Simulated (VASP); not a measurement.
Wanted: the native input for a VASP 6.6.1 run.

```
Task                   : single point
Functional             : PBEsol
Dispersion             : D4
Potentials or basis    : VASP PAW PBE potentials, release 64 (Mn_pv, S)
Cutoff                 : 520 eV
k mesh                 : 9 × 9 × 9
Occupations            : tetrahedron
Spin                   : collinear spin, ferromagnetic start
Starting moments       : [4.0, 0.0] μB
Hubbard terms          : Mn d U = 2.0 eV
Dipole correction      : no
Further INCAR settings : ALGO = Normal; EDIFF = 1e-06; NBANDS = 20
```

The structure of MnS lies in POSCAR:

```
MnS
1.0
    0.0000000000      2.6045000000      2.6045000000
    2.6045000000      0.0000000000      2.6045000000
    2.6045000000      2.6045000000      0.0000000000
Mn S
1 1
Direct
    0.0000000000      0.0000000000      0.0000000000
    0.5000000000      0.5000000000      0.5000000000
```

One way to write it, as run:

INCAR

```
SYSTEM = MnS
ALGO     = Normal         ! electronic algorithm
EDIFF    = 1E-6           ! SCF threshold, eV
ENCUT    = 520            ! plane-wave cutoff, eV
GGA      = PS             ! functional
ISIF     = 2              ! what is computed and relaxed
ISMEAR   = -5             ! smearing method
ISPIN    = 2              ! spin polarisation
IVDW     = 13             ! dispersion correction
LASPH    = .TRUE.         ! aspherical terms in the spheres
LCHARG   = .FALSE.        ! write CHGCAR
LDAU     = .TRUE.         ! DFT+U
LDAUJ    = 0 0          
LDAUL    = 2 -1           ! shell
LDAUPRINT= 1            
LDAUTYPE = 2            
LDAUU    = 2 0            ! U, eV
LMAXMIX  = 4              ! l up to which the mixer works
LORBIT   = 11             ! projections on sites
LREAL    = .FALSE.        ! projectors in reciprocal space
LWAVE    = .FALSE.        ! write WAVECAR
MAGMOM   = 4 0            ! initial moments
NBANDS   = 20             ! bands
NELM     = 150            ! most SCF steps
PREC     = Accurate       ! precision mode
SIGMA    = 0.1            ! smearing width, eV
```

KPOINTS

```
k-points
0
G
  9 9 9
  0 0 0
```

Potentials or basis: VASP PAW PBE potentials, release 64 (Mn_pv, S).

Run with:

```console
$ cat potpaw_PBE.64/Mn_pv/POTCAR potpaw_PBE.64/S/POTCAR > POTCAR
$ mpirun -np 1 vasp_std > vasp.out
```

It gave:

```
Pressure                                              : -3.2 GPa
Band gap on the k mesh                                : zero (filled and empty bands overlap)
Net moment                                            : 4.99 μB per cell
Site moments                                          : Mn +4.50; S +0.12 μB
Valence electrons inside the program's atomic spheres : Mn 11.29; S 3.73
Dispersion energy per atom                            : -0.230 eV
```

Caveat: the cell stands under tension; the PAW data sets were made with another functional, which shifts forces and pressure a little; a cell with one magnetic atom can't hold antiferromagnetic order, which such compounds often take; tetrahedron occupations give inexact forces and stress in metals.

Run time: 94 s on 1 thread of Intel Xeon 8259CL (shared host), peak memory 0.19 GiB.
